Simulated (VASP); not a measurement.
# ZnAu (Pm-3m) in VASP: density of states with PBE

Aim: the density of states of ZnAu with PBE.

Everything below comes from runs of VASP 6.6.1. Logs are shortened: lines on timing, memory, paths and dates and some standing lists are left out, and cuts for length are marked.

## (1) The cell of the first run

The structure is cubic, space group Pm-3m (No. 221). Conventional cell: a = 3.147 Å, b = 3.147 Å, c = 3.147 Å, α = 90.00°, β = 90.00°, γ = 90.00°. Zn (site symmetry m-3m) has 8 Au at 2.73 Å and 6 Zn at 3.15 Å within 3.6 Å. Au (site symmetry m-3m) has 8 Zn at 2.73 Å and 6 Au at 3.15 Å within 3.6 Å.

## (2) Density of states, PBE

File POSCAR:

```
ZnAu
1.0
    3.1470000000      0.0000000000      0.0000000000
    0.0000000000      3.1470000000      0.0000000000
    0.0000000000      0.0000000000      3.1470000000
Zn Au
1 1
Direct
    0.5000000000      0.5000000000      0.5000000000
    0.0000000000      0.0000000000      0.0000000000
```

File INCAR.step1:

```
ALGO = Normal
EDIFF = 1E-6
ENCUT = 400
GGA = PE
GGA_COMPAT = False
ISIF = 2
ISMEAR = 0
LASPH = True
LCHARG = True
LMAXMIX = 4
LORBIT = 11
LREAL = False
LWAVE = False
NBANDS = 18
NEDOS = 2001
NELM = 120
PREC = Accurate
SIGMA = 0.05
```

File KPOINTS.step1:

```
k-points
0
Gamma
  7 7 7
```

File INCAR.step2:

```
ALGO = Normal
EDIFF = 1E-6
ENCUT = 400
GGA = PE
GGA_COMPAT = False
ICHARG = 11
ISIF = 2
ISMEAR = -5
LASPH = True
LCHARG = False
LMAXMIX = 4
LORBIT = 11
LREAL = False
LWAVE = False
NEDOS = 1001
NELM = 120
PREC = Accurate
SIGMA = 0.05
```

File KPOINTS.step2:

```
k-points
0
Gamma
  11 11 11
```

Potentials or basis: VASP PAW PBE potentials, release 64 (Zn, Au).

Launch:

```
> cat potpaw_PBE.64/Zn/POTCAR potpaw_PBE.64/Au/POTCAR > POTCAR
> cp INCAR.step1 INCAR
> cp KPOINTS.step1 KPOINTS
> mpirun -np 1 vasp_std > vasp.out
> cp INCAR.step2 INCAR
> cp KPOINTS.step2 KPOINTS
> mpirun -np 1 vasp_std > vasp.out
```

OUTCAR:

```text
EDIFF = 1E-6
   ENCUT = 400
   GGA = PE
   ICHARG = 11
   ISIF = 2
   ISMEAR = -5
   LASPH = True
   LORBIT = 11
   LREAL = False
   NELM = 120
   PREC = Accurate

 ion  position               nearest neighbor table
   1  0.500  0.500  0.500-   2 2.73   2 2.73   2 2.73   2 2.73   2 2.73   2 2.73   2 2.73   2 2.73

   2  0.000  0.000  0.000-   1 2.73   1 2.73   1 2.73   1 2.73   1 2.73   1 2.73   1 2.73   1 2.73

  LATTYP: Found a simple cubic cell.
 ALAT       =     3.1470000000

  Lattice vectors:

 A1 = (   3.1470000000,   0.0000000000,   0.0000000000)
 A2 = (   0.0000000000,   3.1470000000,   0.0000000000)
 A3 = (   0.0000000000,   0.0000000000,   3.1470000000)

Analysis of symmetry for initial positions (statically):
=====================================================================
 Subroutine PRICEL returns:
 Original cell was already a primitive cell.

 Routine SETGRP: Setting up the symmetry group for a
 simple cubic supercell.

 Subroutine GETGRP returns: Found 48 space group operations
 (whereof 48 operations were pure point group operations)
 out of a pool of 48 trial point group operations.

The static configuration has the point symmetry O_h .

Analysis of symmetry for dynamics (positions and initial velocities):
=====================================================================
 Subroutine PRICEL returns:
 Original cell was already a primitive cell.

 Routine SETGRP: Setting up the symmetry group for a
 simple cubic supercell.

 Subroutine GETGRP returns: Found 48 space group operations
 (whereof 48 operations were pure point group operations)
 out of a pool of 48 trial point group operations.

The dynamic configuration has the point symmetry O_h .

 Subroutine INISYM returns: Found 48 space group operations
 (whereof 48 operations are pure point group operations),
 and found     1 'primitive' translations

----------------------------------------------------------------------------------------

                                     Primitive cell

  volume of cell :      31.1667

  direct lattice vectors                    reciprocal lattice vectors
     3.147000000  0.000000000  0.000000000     0.317762949  0.000000000  0.000000000
     0.000000000  3.147000000  0.000000000     0.000000000  0.317762949  0.000000000
     0.000000000  0.000000000  3.147000000     0.000000000  0.000000000  0.317762949

  length of vectors
     3.147000000  3.147000000  3.147000000     0.317762949  0.317762949  0.317762949

  position of ions in fractional coordinates (direct lattice)
     0.500000000  0.500000000  0.500000000
     0.000000000  0.000000000  0.000000000

  ion indices of the primitive-cell ions
   primitive index   ion index
                 1           1
                 2           2

----------------------------------------------------------------------------------------

 KPOINTS: k-points

Automatic generation of k-mesh.
 Grid dimensions read from file:
 generate k-points for:   11   11   11

 Generating k-lattice:

  Cartesian coordinates                     Fractional coordinates (reciprocal lattice)
     0.028887541  0.000000000  0.000000000     0.090909091  0.000000000  0.000000000
     0.000000000  0.028887541  0.000000000     0.000000000  0.090909091  0.000000000
     0.000000000  0.000000000  0.028887541     0.000000000  0.000000000  0.090909091

  Length of vectors
     0.028887541  0.028887541  0.028887541

  Shift w.r.t. Gamma in fractional coordinates (k-lattice)
     0.000000000  0.000000000  0.000000000

 TETIRR: Found    651 inequivalent tetrahedra from     7986

 Subroutine IBZKPT returns following result:
 ===========================================

 Found     56 irreducible k-points:

 Following reciprocal coordinates:
            Coordinates               Weight
  0.000000  0.000000  0.000000      1.000000
  0.090909  0.000000  0.000000      6.000000
  0.181818  0.000000  0.000000      6.000000
  0.272727  0.000000  0.000000      6.000000
  0.363636  0.000000  0.000000      6.000000
  0.454545  0.000000  0.000000      6.000000
[... 16 lines left out ...]
  0.181818  0.090909  0.090909     24.000000
  0.272727  0.090909  0.090909     24.000000
 [... further k-points ...]
   k-points           NKPTS =     56   k-points in BZ     NKDIM =     56   number of bands    NBANDS=     15
   number of dos      NEDOS =   1001   number of ions     NIONS =      2
   total plane-waves  NPLWV =  13824
   dimension x,y,z NGX =    24 NGY =   24 NGZ =   24
   dimension x,y,z NGXF=    48 NGYF=   48 NGZF=   48
   ions per type =               1   1
   NGX,Y,Z   is equivalent  to a cutoff of  12.68, 12.68, 12.68 a.u.
   NGXF,Y,Z  is equivalent  to a cutoff of  25.36, 25.36, 25.36 a.u.
 SYSTEM =  unknown system
   PREC   = accura    normal or accurate (medium, high low for compatibility)
   ISTART =      0    job   : 0-new  1-cont  2-samecut
   ICHARG =     11    charge: 1-file 2-atom 10-const
   ISPIN  =      1    spin polarized calculation?
   LNONCOLLINEAR =      F non collinear calculations
   LSORBIT =      F    spin-orbit coupling
   LASPH  =      T    aspherical Exc in radial PAW
   ENCUT  =  400.0 eV  29.40 Ry    5.42 a.u.   5.13  5.13  5.13*2*pi/ulx,y,z
   NELM   =    120;   NELMIN=  2; NELMDL=  0     # of ELM steps
   EDIFF  = 0.1E-05   stopping-criterion for ELM
   LREAL  =      F    real-space projection
   EDIFFG = 0.1E-04   stopping-criterion for IOM
   NSW    =      0    number of steps for IOM
   IBRION =     -1    ionic relax: 0-MD 1-quasi-New 2-CG
   NFREE  =      0    steps in history (QN), initial steepest desc. (CG)
   ISIF   =      2    stress and relaxation
   ISYM   =      2    0-nonsym 1-usesym 2-fastsym
   POTIM  = 0.5000    time-step for ionic-motion
   TEBEG  =    0.0;   TEEND  =   0.0 temperature during run
   PSTRESS=    0.0 pullay stress
   NELECT =      23.0000    total number of electrons
   NUPDOWN=      -1.0000    fix difference up-down
   EMIN   =  10.00;   EMAX   =-10.00  energy-range for DOS
   EFERMI =   0.00;   METHOD = LEGACY
   ISMEAR =    -5;   SIGMA  =   0.05  broadening in eV -4-tet -1-fermi 0-gaus
   EFERMI_NEDOS =   21; number of points for ismear=-14 and -15
   IALGO  =     38    algorithm
   IMIX   =      4    mixing-type and parameters
     AMIX     =   0.40;   BMIX     =  1.00
     AMIX_MAG =   1.60;   BMIX_MAG =  1.00
  volume/ion in A,a.u.               =      15.58       105.16
  Fermi-wavevector in a.u.,A,eV,Ry     =   1.479406  2.795672 29.778283  2.188642
  Thomas-Fermi vector in A             =   2.593568
   LORBIT       =     11    0 simple, 1 ext, 2 COOP (PROOUT), +10 PAW based schemes
   GGA     = PE    functional components
   LHFCALC =     F    Hartree Fock is set to
   AEXX    =    0.0000 exact exchange contribution
   IVDW    =     0    specifies the selected vdW correction
   LEPSILON=     F    determine dielectric tensor
   LRPA    =     F    only Hartree local field effects (RPA)
 non-spin polarized calculation
 Fermi weights with tetrahedron method with Bloechl corrections
  energy-cutoff  :      400.00
  volume of cell :       31.17
 maximum number of plane-waves:       587
 NGX is ok and might be reduce to    24

 number of electron      23.0000000 magnetization

 Free energy of the ion-electron system (eV)
  ---------------------------------------------------
  ext. energy  EPLUGINS =         0.00000000
  ---------------------------------------------------
  free energy    TOTEN  =        -4.73009389 eV

  energy without entropy =       -4.73009389  energy(sigma->0) =       -4.73009389

 E-fermi :   7.1005     XC(G=0): -12.3796

 val. band max:        7.0722125763   @ k =   0.3636   0.3636   0.0909
 cond. band min:       7.1579291960   @ k =   0.2727   0.0000   0.0000
 fundamental gap:      0.0857166196
 Fermi energy:         7.1004913620

 k-point     1 :       0.0000    0.0000    0.0000
  band No.  band energies     occupation
      1      -3.5240      2.00000
      2      -1.0301      2.00000
      3      -1.0301      2.00000
      4      -0.3376      2.00000
      5      -0.3376      2.00000
      6      -0.3376      2.00000
      7       1.6609      2.00000
      8       1.6609      2.00000
      9       3.3471      2.00000
     10       3.3471      2.00000
     11       3.3471      2.00000
     12      12.0939      0.00000
     13      12.0939      0.00000
     14      12.0939      0.00000
     15      15.9497      0.00000

 k-point     2 :       0.0909    0.0000    0.0000
  band No.  band energies     occupation
      1      -3.3772      2.00000
      2      -0.9979      2.00000
      3      -0.9866      2.00000
      4      -0.3390      2.00000
      5      -0.3390      2.00000
      6      -0.3253      2.00000
      7       1.6374      2.00000
      8       1.7010      2.00000
      9       3.2371      2.00000
     10       3.2371      2.00000
     11       3.3352      2.00000
     12      10.9916      0.00000
     13      12.3692      0.00000
     14      12.3692      0.00000
     15      16.6016      0.00000

 k-point     3 :       0.1818    0.0000    0.0000
  band No.  band energies     occupation
      1      -2.9474      2.00000
      2      -0.9079      2.00000
      3      -0.8710      2.00000
      4      -0.3426      2.00000
      5      -0.3426      2.00000
      6      -0.2920      2.00000
      7       1.5706      2.00000
      8       1.8075      2.00000
      9       2.9602      2.00000
     10       2.9602      2.00000
     11       3.3028      2.00000
     12       9.0464      0.00000
     13      13.1421      0.00000
     14      13.1421      0.00000
     15      17.2000      0.00000
[... 343 lines left out ...]
 k-point    23 :       0.1818    0.0909    0.0909
  band No.  band energies     occupation
      1      -2.6746      2.00000
      2      -0.8443      2.00000
      3      -0.8087      2.00000
      4      -0.3886      2.00000
      5      -0.3721      2.00000
      6      -0.2439      2.00000
      7       1.6526      2.00000
      8       1.8185      2.00000
      9       2.7480      2.00000
     10       2.9118      2.00000
     11       3.2019      2.00000
     12       9.4942      0.00000
     13      11.9696      0.00000
     14      12.4142      0.00000
     15      18.9919      0.00000

 k-point    24 :       0.2727    0.0909    0.0909
  band No.  band energies     occupation
      1      -2.0359      2.00000
      2      -0.7371      2.00000
      3      -0.6706      2.00000
      4      -0.3831      2.00000
      5      -0.3810      2.00000
      6      -0.2287      2.00000
      7       1.5904      2.00000
      8       1.9070      2.00000
      9       2.5699      2.00000
     10       2.5706      2.00000
     11       3.1843      2.00000
     12       7.5786      0.28438
     13      12.8399      0.00000
     14      13.4551      0.00000
     15      18.9906      0.00000

 [... further k-points ...]
[... 5 lines left out ...]
  --------------------------------------------------------------------------------------
  -------------------------------------------------------------------------------------
  Total        0.8499546      0.8499546      0.8499546      0.0000000      0.0000000      0.0000000
  in kB       43.6934265     43.6934265     43.6934265      0.0000000      0.0000000      0.0000000
  external PRESSURE =      43.6934265 kB  Pullay stress =       0.0000000 kB

 VOLUME and BASIS-vectors are now :
 -----------------------------------------------------------------------------
  energy-cutoff  :      400.00
  volume of cell :       31.17
      direct lattice vectors                 reciprocal lattice vectors
     3.147000000  0.000000000  0.000000000     0.317762949  0.000000000  0.000000000
     0.000000000  3.147000000  0.000000000     0.000000000  0.317762949  0.000000000
     0.000000000  0.000000000  3.147000000     0.000000000  0.000000000  0.317762949

 POSITION                                       TOTAL-FORCE (eV/Angst)
 -----------------------------------------------------------------------------------
      1.57350      1.57350      1.57350         0.000000      0.000000      0.000000
      0.00000      0.00000      0.00000         0.000000      0.000000      0.000000
 -----------------------------------------------------------------------------------
    total drift:                                0.000000      0.000000     -0.000000

  FREE ENERGIE OF THE ION-ELECTRON SYSTEM (eV)
  ---------------------------------------------------
  free  energy   TOTEN  =        -4.7300938891 eV

  energy  without entropy=       -4.7300938891  energy(sigma->0) =       -4.73009389

 total charge

# of ion       s       p       d       tot
------------------------------------------
    1        0.523   0.449   9.769  10.741
    2        0.621   0.395   8.711   9.727
--------------------------------------------------
tot          1.144   0.844  18.480  20.468
```

Wall time 29 s (1 thread of Intel Xeon 8259CL, shared host); peak memory 0.15 GiB.

Results:

```
Valence electrons inside the program's atomic spheres : Zn 10.74; Au 9.73
```

Caveat: spin-orbit coupling is left out, which moves the levels of the heavy elements; tetrahedron occupations give inexact forces and stress in metals.
